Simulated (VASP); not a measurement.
# TiO2 (P4_2/mnm) in VASP: single point with r2SCAN+U

Aim: the single point of TiO2 with r2SCAN+U.

All numbers are computed with VASP 6.6.1; they aren't measurements. Logs are shortened: lines on timing, memory, paths and dates and some standing lists are left out, and cuts for length are marked.

**Experimental background.**

From “Shallow Valence Band of Rutile GeO2 and P-type Doping”, 2020, arxiv:2011.08928, for a bulk crystal of TiO2 at 1.6 K: band gap 3.03 eV (direct).

The results are compared with them further down.

### Step 1. The cell of the first run

The structure is tetragonal, space group P4_2/mnm (No. 136). The conventional cell has a = 4.616 Å, b = 4.616 Å, c = 2.977 Å, α = 90.00°, β = 90.00°, γ = 90.00°. Ti (site symmetry mmm) has 6 O at 1.96 to 1.99 Å within 2.6 Å. Within 2.6 Å of O (site symmetry m2m) lie 3 Ti at 1.96 to 1.99 Å and 1 O at 2.55 Å.

### Step 2. Single point, r2SCAN+U, collinear spin, ferromagnetic start

Input file POSCAR:

```
TiO2
1.0
    4.6160000000      0.0000000000      0.0000000000
    0.0000000000      4.6160000000      0.0000000000
    0.0000000000      0.0000000000      2.9770000000
Ti O
2 4
Direct
    0.0000000000      0.0000000000      0.0000000000
    0.5000000000      0.5000000000      0.5000000000
    0.3045000000      0.3045000000      0.0000000000
    0.1955000000      0.8045000000      0.5000000000
    0.6955000000      0.6955000000      0.0000000000
    0.8045000000      0.1955000000      0.5000000000
```

Input file INCAR.step1:

```
SYSTEM = TiO2
ALGO     = Normal         ! electronic algorithm
EDIFF    = 1E-4           ! SCF threshold, eV
ENCUT    = 520            ! plane-wave cutoff, eV
GGA      = PE             ! functional
ISMEAR   = 0              ! smearing method
ISPIN    = 2              ! spin polarisation
LASPH    = .True.         ! aspherical terms in the spheres
LCHARG   = .False.        ! write CHGCAR
LDAU     = .True.         ! DFT+U
LDAUJ    = 0 0          
LDAUL    = 2 -1           ! shell
LDAUTYPE = 2            
LDAUU    = 1.3 0          ! U, eV
LMAXMIX  = 4              ! l up to which the mixer works
LREAL    = .False.        ! projectors in reciprocal space
LWAVE    = .True.         ! write WAVECAR
MAGMOM   = 1 1 0 0 0 0    ! initial moments
NBANDS   = 37             ! bands
NELM     = 150            ! most SCF steps
PREC     = Accurate       ! precision mode
SIGMA    = 0.03           ! smearing width, eV
```

Input file INCAR.step2:

```
SYSTEM = TiO2
ALGO     = Normal         ! electronic algorithm
EDIFF    = 1E-6           ! SCF threshold, eV
ENCUT    = 520            ! plane-wave cutoff, eV
ISIF     = 2              ! what is computed and relaxed
ISMEAR   = 0              ! smearing method
ISPIN    = 2              ! spin polarisation
ISTART   = 1            
LASPH    = .True.         ! aspherical terms in the spheres
LCHARG   = .True.         ! write CHGCAR
LDAU     = .True.         ! DFT+U
LDAUJ    = 0 0          
LDAUL    = 2 -1           ! shell
LDAUPRINT= 1            
LDAUTYPE = 2            
LDAUU    = 1.3 0          ! U, eV
LELF     = .True.         ! ELF
LMAXMIX  = 4              ! l up to which the mixer works
LMIXTAU  = .True.       
LORBIT   = 11             ! projections on sites
LREAL    = .False.        ! projectors in reciprocal space
LVHAR    = .True.       
LWAVE    = .False.        ! write WAVECAR
MAGMOM   = 1 1 0 0 0 0    ! initial moments
METAGGA  = R2SCAN         ! meta-GGA
NBANDS   = 37             ! bands
NELM     = 150            ! most SCF steps
PREC     = Accurate       ! precision mode
SIGMA    = 0.03           ! smearing width, eV
```

Input file KPOINTS:

```
k-points
0
Gamma
  5 5 7
  0 0 0
```

Potentials or basis: VASP PAW PBE potentials, release 64 (Ti_sv, O).

Launch:

```bash
$ cat potpaw_PBE.64/Ti_sv/POTCAR potpaw_PBE.64/O/POTCAR > POTCAR
$ cp INCAR.step1 INCAR
$ mpirun -np 1 vasp_std > vasp.out
$ cp INCAR.step2 INCAR
$ mpirun -np 1 vasp_std > vasp.out
```

OUTCAR:

```text
SYSTEM = TiO2
   EDIFF = 1E-6
   ENCUT = 520
   ISIF = 2
   ISMEAR = 0
   ISPIN = 2
   ISTART = 1
   LASPH = .True.
   LORBIT = 11
   LREAL = .False.
   METAGGA = R2SCAN
   NELM = 150
   PREC = Accurate

 ion  position               nearest neighbor table
   1  0.000  0.000  0.000-   4 1.96   6 1.96   4 1.96   6 1.96   5 1.99   3 1.99
   2  0.500  0.500  0.500-   3 1.96   5 1.96   3 1.96   5 1.96   4 1.99   6 1.99
   3  0.304  0.304  0.000-   2 1.96   2 1.96   1 1.99
   4  0.196  0.804  0.500-   1 1.96   1 1.96   2 1.99
   5  0.696  0.696  0.000-   2 1.96   2 1.96   1 1.99
   6  0.804  0.196  0.500-   1 1.96   1 1.96   2 1.99

  LATTYP: Found a simple tetragonal cell.
 ALAT       =     4.6160000000
 C/A-ratio  =     0.6449306759

  Lattice vectors:

 A1 = (   4.6160000000,   0.0000000000,   0.0000000000)
 A2 = (   0.0000000000,   4.6160000000,   0.0000000000)
 A3 = (   0.0000000000,   0.0000000000,   2.9770000000)

Analysis of symmetry for initial positions (statically):
=====================================================================
 Subroutine PRICEL returns:
 Original cell was already a primitive cell.

 Routine SETGRP: Setting up the symmetry group for a
 simple tetragonal supercell.

 Subroutine GETGRP returns: Found 16 space group operations
 (whereof  8 operations were pure point group operations)
 out of a pool of 16 trial point group operations.

The static configuration has the point symmetry D_2h.
 The point group associated with its full space group is D_4h.

Analysis of symmetry for dynamics (positions and initial velocities):
=====================================================================
 Subroutine PRICEL returns:
 Original cell was already a primitive cell.

 Routine SETGRP: Setting up the symmetry group for a
 simple tetragonal supercell.

 Subroutine GETGRP returns: Found 16 space group operations
 (whereof  8 operations were pure point group operations)
 out of a pool of 16 trial point group operations.

The dynamic configuration has the point symmetry D_2h.
 The point group associated with its full space group is D_4h.

Analysis of structural, dynamic, and magnetic symmetry:
=====================================================================
 Subroutine PRICEL returns:
 Original cell was already a primitive cell.

 Routine SETGRP: Setting up the symmetry group for a
 simple tetragonal supercell.

 Subroutine GETGRP returns: Found 16 space group operations
 (whereof  8 operations were pure point group operations)
 out of a pool of 16 trial point group operations.

The overall configuration has the point symmetry D_2h.
 The point group associated with its full space group is D_4h.

 Subroutine INISYM returns: Found 16 space group operations
 (whereof  8 operations are pure point group operations),
 and found     1 'primitive' translations

----------------------------------------------------------------------------------------

                                     Primitive cell

  volume of cell :      63.4323

  direct lattice vectors                    reciprocal lattice vectors
     4.616000000  0.000000000  0.000000000     0.216637782  0.000000000  0.000000000
     0.000000000  4.616000000  0.000000000     0.000000000  0.216637782  0.000000000
     0.000000000  0.000000000  2.977000000     0.000000000  0.000000000  0.335908633

  length of vectors
     4.616000000  4.616000000  2.977000000     0.216637782  0.216637782  0.335908633

  position of ions in fractional coordinates (direct lattice)
[... 158 lines left out ...]
  o =  0.1033  v = -0.0000  0.0000 -0.0000  0.0000 -1.0000  0.0000  0.0000  0.0000  0.0000  0.0000      0.0000  0.0000  0.0000  0.0000  0.0000  0.0000  0.0000  0.0000  0.0000  0.0000
  o =  0.2454  v =  0.0000  0.0000  0.0000  0.0000  0.0000 -0.8359 -0.0000  0.5489  0.0000  0.0000      0.0000  0.0000  0.0000  0.0000  0.0000  0.0000  0.0000  0.0000  0.0000  0.0000
  o =  0.2454  v = -0.8359 -0.0000  0.5489  0.0000  0.0000  0.0000  0.0000  0.0000  0.0000  0.0000      0.0000  0.0000  0.0000  0.0000  0.0000  0.0000  0.0000  0.0000  0.0000  0.0000
  o =  0.2699  v =  0.0000  0.0000  0.0000  0.0000  0.0000  0.0000 -0.7071  0.0000  0.7071 -0.0000      0.0000  0.0000  0.0000  0.0000  0.0000  0.0000  0.0000  0.0000  0.0000  0.0000
  o =  0.2699  v =  0.0000 -0.7071  0.0000  0.7071 -0.0000  0.0000  0.0000  0.0000  0.0000  0.0000      0.0000  0.0000  0.0000  0.0000  0.0000  0.0000  0.0000  0.0000  0.0000  0.0000

atom =   2  type =  1  l = 2

 onsite density matrix

spin component  1

  0.1967  0.0000  0.0742  0.0000  0.0000
  0.0000  0.1856  0.0000  0.0843  0.0000
  0.0742  0.0000  0.1325  0.0000 -0.0000
  0.0000  0.0843  0.0000  0.1856  0.0000
  0.0000  0.0000 -0.0000  0.0000  0.1033

spin component  2

  0.1967  0.0000  0.0742  0.0000  0.0000
  0.0000  0.1856  0.0000  0.0843  0.0000
  0.0742  0.0000  0.1325  0.0000 -0.0000
  0.0000  0.0843  0.0000  0.1856  0.0000
  0.0000  0.0000 -0.0000  0.0000  0.1033

 occupancies and eigenvectors

  o =  0.0838  v =  0.0000  0.0000  0.0000  0.0000  0.0000 -0.5489  0.0000  0.8359  0.0000  0.0000      0.0000  0.0000  0.0000  0.0000  0.0000  0.0000  0.0000  0.0000  0.0000  0.0000
  o =  0.0838  v = -0.5489  0.0000  0.8359  0.0000  0.0000  0.0000  0.0000  0.0000  0.0000  0.0000      0.0000  0.0000  0.0000  0.0000  0.0000  0.0000  0.0000  0.0000  0.0000  0.0000
  o =  0.1012  v =  0.0000  0.0000  0.0000  0.0000  0.0000  0.0000  0.7071  0.0000 -0.7071  0.0000      0.0000  0.0000  0.0000  0.0000  0.0000  0.0000  0.0000  0.0000  0.0000  0.0000
  o =  0.1012  v =  0.0000 -0.7071 -0.0000  0.7071  0.0000  0.0000  0.0000  0.0000  0.0000  0.0000      0.0000  0.0000  0.0000  0.0000  0.0000  0.0000  0.0000  0.0000  0.0000  0.0000
  o =  0.1033  v =  0.0000  0.0000  0.0000  0.0000  0.0000  0.0000  0.0000  0.0000  0.0000 -1.0000      0.0000  0.0000  0.0000  0.0000  0.0000  0.0000  0.0000  0.0000  0.0000  0.0000
  o =  0.1033  v =  0.0000 -0.0000  0.0000  0.0000 -1.0000  0.0000  0.0000  0.0000  0.0000  0.0000      0.0000  0.0000  0.0000  0.0000  0.0000  0.0000  0.0000  0.0000  0.0000  0.0000
  o =  0.2454  v =  0.0000  0.0000  0.0000  0.0000  0.0000 -0.8359  0.0000 -0.5489  0.0000 -0.0000      0.0000  0.0000  0.0000  0.0000  0.0000  0.0000  0.0000  0.0000  0.0000  0.0000
  o =  0.2454  v = -0.8359  0.0000 -0.5489  0.0000 -0.0000  0.0000  0.0000  0.0000  0.0000  0.0000      0.0000  0.0000  0.0000  0.0000  0.0000  0.0000  0.0000  0.0000  0.0000  0.0000
  o =  0.2699  v =  0.0000  0.0000  0.0000  0.0000  0.0000  0.0000 -0.7071  0.0000 -0.7071 -0.0000      0.0000  0.0000  0.0000  0.0000  0.0000  0.0000  0.0000  0.0000  0.0000  0.0000
  o =  0.2699  v =  0.0000  0.7071 -0.0000  0.7071  0.0000  0.0000  0.0000  0.0000  0.0000  0.0000      0.0000  0.0000  0.0000  0.0000  0.0000  0.0000  0.0000  0.0000  0.0000  0.0000

 number of electron      48.0000024 magnetization       0.0000000

 Free energy of the ion-electron system (eV)
  ---------------------------------------------------
  ext. energy  EPLUGINS =         0.00000000
  ---------------------------------------------------
  free energy    TOTEN  =       -68.09666220 eV

  energy without entropy =      -68.09666220  energy(sigma->0) =      -68.09666220

 E-fermi :   4.8141     XC(G=0): -12.0678

 val. band max:        4.4876671225   @ k =   0.0000   0.0000   0.0000
 cond. band min:       6.8418556836   @ k =   0.0000   0.0000   0.0000
 fundamental gap:      2.3541885611
 Fermi energy:         4.8141019350

 spin component 1

 k-point     1 :       0.0000    0.0000    0.0000
  band No.  band energies     occupation
      1     -55.0651      1.00000
      2     -55.0490      1.00000
      3     -30.2946      1.00000
      4     -30.2946      1.00000
      5     -30.1340      1.00000
      6     -30.1340      1.00000
[... 925 lines left out ...]
     35      16.7576      0.00000
     36      17.0621      0.00000
 Fermi energy:         4.8141019350

 spin component 2

 k-point     1 :       0.0000    0.0000    0.0000
  band No.  band energies     occupation
      1     -55.0651      1.00000
      2     -55.0490      1.00000
      3     -30.2946      1.00000
      4     -30.2946      1.00000
      5     -30.1340      1.00000
      6     -30.1340      1.00000
[... 925 lines left out ...]
     35      16.7576      0.00000
     36      17.0621      0.00000
 [bands above 36 left out]

------------------------ aborting loop because EDIFF is reached ----------------------------------------

  FORCE on cell =-STRESS in cart. coord.  units (eV):
  Direction    XX          YY          ZZ          XY          YZ          ZX
  --------------------------------------------------------------------------------------
  -------------------------------------------------------------------------------------
  Total       -0.2778417     -0.2778417     -0.1839886      0.0000000      0.0000000      0.0000000
  in kB       -7.0177449     -7.0177449     -4.6471963      0.0000000      0.0000000      0.0000000
  external PRESSURE =      -6.2275621 kB  Pullay stress =       0.0000000 kB

 VOLUME and BASIS-vectors are now :
 -----------------------------------------------------------------------------
  energy-cutoff  :      520.00
  volume of cell :       63.43
      direct lattice vectors                 reciprocal lattice vectors
     4.616000000  0.000000000  0.000000000     0.216637782  0.000000000  0.000000000
     0.000000000  4.616000000  0.000000000     0.000000000  0.216637782  0.000000000
     0.000000000  0.000000000  2.977000000     0.000000000  0.000000000  0.335908633

 POSITION                                       TOTAL-FORCE (eV/Angst)
 -----------------------------------------------------------------------------------
      0.00000      0.00000      0.00000        -0.000000     -0.000000      0.000000
      2.30800      2.30800      1.48850        -0.000000     -0.000000      0.000000
      1.40557      1.40557      0.00000         0.017987      0.017987      0.000000
      0.90243      3.71357      1.48850        -0.017987      0.017987      0.000000
      3.21043      3.21043      0.00000        -0.017987     -0.017987      0.000000
      3.71357      0.90243      1.48850         0.017987     -0.017987      0.000000
 -----------------------------------------------------------------------------------
    total drift:                                0.000000      0.000000      0.000000

  FREE ENERGIE OF THE ION-ELECTRON SYSTEM (eV)
  ---------------------------------------------------
  free  energy   TOTEN  =       -68.0966622007 eV

  energy  without entropy=      -68.0966622007  energy(sigma->0) =      -68.09666220

 total charge

# of ion       s       p       d       tot
------------------------------------------
    1        2.217   6.296   1.579  10.092
    2        2.217   6.296   1.579  10.092
    3        1.575   3.533   0.000   5.108
    4        1.575   3.533   0.000   5.108
    5        1.575   3.533   0.000   5.108
    6        1.575   3.533   0.000   5.108
--------------------------------------------------
tot         10.734  26.724   3.159  40.617

 magnetization (x)

# of ion       s       p       d       tot
------------------------------------------
    1       -0.000  -0.000   0.000   0.000
    2       -0.000  -0.000   0.000   0.000
    3        0.000  -0.000   0.000  -0.000
    4        0.000  -0.000   0.000  -0.000
    5        0.000  -0.000   0.000  -0.000
    6        0.000  -0.000   0.000  -0.000
--------------------------------------------------
tot          0.000  -0.000   0.000  -0.000
```

Run time: 7.2 min. Hardware: 1 thread of Intel Xeon Platinum 8175M at 2.50GHz (Skylake/Cascade Lake), shared host; peak memory 0.25 GiB.

Results:

```
Free energy                                           : -68.0967 eV
Pressure                                              : -0.6 GPa
Largest force                                         : 0.025 eV/Å
Band gap on the k mesh                                : 2.35 eV, direct
Net moment                                            : 0.00 μB per cell
Valence electrons inside the program's atomic spheres : Ti 10.09; O 5.11
```

Forces in eV/Å, atoms in the order of the input:
```
Ti   0.000  0.000  0.000
Ti   0.000  0.000  0.000
O    0.018  0.018  0.000
O   -0.018  0.018  0.000
O   -0.018 -0.018  0.000
O    0.018 -0.018  0.000
```

Stress tensor (GPa, compression positive):
```
-0.70  0.00  0.00
 0.00 -0.70  0.00
 0.00  0.00 -0.46
```

Levels at points of the mesh, in eV from the valence-band top:
Spin up:
```csv
k point,band 20,band 21,band 22,band 23,band 24,band 25,band 26,band 27,band 28,band 29
"(0.00, 0.00, 0.00)",-2.13,-0.81,-0.51,-0.51,0.00,2.35,2.64,2.90,2.98,2.98
```
Spin down:
```tsv
k point	band 21	band 22	band 23	band 24	band 25	band 26	band 27	band 28
(0.00, 0.00, 0.00)	-0.81	-0.51	-0.51	0.00	2.35	2.64	2.90	2.98
```

Eigenvalues of the final occupation matrices:
| site | spin | trace | eigenvalues |
| --- | --- | --- | --- |
| site 1 d | 1 | 0.80 | 0.08 0.10 0.10 0.25 0.27 |
| site 1 d | 2 | 0.80 | 0.08 0.10 0.10 0.25 0.27 |
| site 2 d | 1 | 0.80 | 0.08 0.10 0.10 0.25 0.27 |
| site 2 d | 2 | 0.80 | 0.08 0.10 0.10 0.25 0.27 |

Caveat: the PAW data sets were made with another functional, which shifts forces and pressure a little. The state reached can hang on the start; a lower one may exist.

### Step 3. Against experiment

Step 2. Measured gap of TiO2: 3.03 eV (direct; 1.6 K; quoted in “Shallow Valence Band of Rutile GeO2 and P-type Doping”, 2020, arxiv:2011.08928). This calculation gives 2.35 eV (-0.68 eV). 2 values of this kind are on record in papers (3.03 to 3.05 eV); this one was drawn at random among those near their median. The value is that of r2SCAN+U on a finite k mesh, which can miss the band edges, without temperature or zero-point motion.
